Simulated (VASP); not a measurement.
# Si: single point with PBE

The system is Si.

```
Si
1.0
     7.05114    0.00000    0.00000
     0.00000    6.24514    0.00000
     0.00000    0.00000    7.25557
Si
12
Direct
  0.34368 0.00000 0.00000
  0.15632 0.00000 0.50000
  0.65632 0.00000 0.00000
  0.84368 0.00000 0.50000
  0.67173 0.64352 0.10779
  0.82827 0.35648 0.60779
  0.82827 0.64352 0.39221
  0.67173 0.35648 0.89221
  0.32827 0.35648 0.89221
  0.17173 0.64352 0.39221
  0.17173 0.35648 0.60779
  0.32827 0.64352 0.10779
```

The cell was generated, and may not be a known phase.

```
Program             : VASP 6.6.1
Task                : single point
Functional          : PBE
Potentials or basis : VASP PAW PBE potentials, release 64 (Si)
Cutoff              : 520 eV
k mesh              : 4 × 4 × 4
Occupations         : gaussian, width 0.1 eV
Spin                : no spin polarisation
```

```json
{"Pressure": "-0.1 GPa", "Largest force": "0.038 eV/Å", "Band gap on the k mesh": "0.24 eV"}
```

Forces in eV/Å, atoms in the order of the input:
```
Si   0.035  0.000  0.000
Si  -0.035  0.000  0.000
Si  -0.035  0.000  0.000
Si   0.035  0.000  0.000
Si  -0.023  0.029  0.009
Si   0.023 -0.029  0.009
Si   0.023  0.029 -0.009
Si  -0.023 -0.029 -0.009
Si   0.023 -0.029 -0.009
Si  -0.023  0.029 -0.009
Si  -0.023 -0.029  0.009
Si   0.023  0.029  0.009
```

Stress tensor (GPa, compression positive):
```
-0.02  0.00  0.00
 0.00 -0.20  0.00
 0.00  0.00 -0.11
```

Levels at points of the mesh, in eV from the valence-band top:
```csv
k point,band 21,band 22,band 23,band 24,band 25,band 26,band 27,band 28
"(0.00, 0.00, 0.00)",-0.83,-0.80,-0.72,0.00,0.24,1.20,1.48,1.91
"(0.50, 0.00, 0.00)",-1.32,-1.32,-0.35,-0.35,1.03,1.03,1.89,1.89
"(0.00, 0.50, 0.00)",-1.08,-0.79,-0.18,-0.17,0.42,1.36,1.41,1.55
"(0.50, 0.50, 0.00)",-1.38,-1.38,-0.25,-0.25,0.37,0.37,1.62,1.62
"(0.00, 0.00, 0.50)",-1.25,-1.25,-0.02,-0.02,1.18,1.18,1.52,1.52
"(0.50, 0.00, 0.50)",-0.84,-0.84,-0.83,-0.83,0.89,0.89,1.53,1.53
"(0.00, 0.50, 0.50)",-1.47,-1.47,-0.48,-0.48,0.60,0.60,1.33,1.33
"(0.50, 0.50, 0.50)",-1.12,-1.12,-0.78,-0.78,0.61,0.61,1.45,1.45
```

It took 5.5 min on 1 thread of Oxide Virtual Turin-like Processor (shared host), peak memory 0.44 GiB.

Caveat: semilocal functionals underestimate gaps, and a narrow one can read as zero. A k mesh can miss the band edges.
